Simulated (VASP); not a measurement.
Here is a VASP 6.6.1 calculation.

Contents of INCAR:

```
SYSTEM = AlCu3
ALGO = Fast
EDIFF = 1E-6
EDIFFG = -0.001
ENCUT = 600
GGA = PS
IBRION = 2
ISIF = 3
ISMEAR = -1
LASPH = .True.
LCHARG = .False.
LREAL = .False.
LWAVE = .False.
NELM = 80
NSW = 80
PREC = Accurate
SIGMA = 0.15
```

File KPOINTS:

```
k-points
0
Gamma
  12 12 12
  0 0 0
```

Contents of POSCAR:

```
AlCu3
1.0
    3.6318704085      0.0000000000      0.0000000000
    0.0000000000      3.6318704085      0.0000000000
    0.0000000000      0.0000000000      3.6318704085
Al Cu
1 3
Direct
    0.0000000000      0.0000000000      0.0000000000
    0.5000000000      0.5000000000      0.0000000000
    0.5000000000      0.0000000000      0.5000000000
    0.0000000000      0.5000000000      0.5000000000
```

Potentials or basis: VASP PAW PBE potentials, release 64 (Al, Cu).

Run with:

```sh
$ cat potpaw_PBE.64/Al/POTCAR potpaw_PBE.64/Cu/POTCAR > POTCAR
$ mpirun -np 1 vasp_std > vasp.out
```

Problem. What does it give for the space group after relaxing (to 0.1 Å)?

Solution. Pm-3m (No. 221).

Problem. Predict the relaxed volume.

Solution. 12.03 Å³/atom.

Problem. Predict the relaxed cell.

Solution. a = 3.637 Å, b = 3.637 Å, c = 3.637 Å, α = 90.00°, β = 90.00°, γ = 90.00°.

Final structure:
```
Al Cu
1.0
     3.63708    0.00000    0.00000
     0.00000    3.63708    0.00000
     0.00000    0.00000    3.63708
Al Cu
1 3
Direct
  0.00000 0.00000 0.00000
  0.50000 0.50000 0.00000
  0.50000 0.00000 0.50000
  0.00000 0.50000 0.50000
```

Caveat: the PAW data sets were made with another functional, which shifts forces and pressure a little.
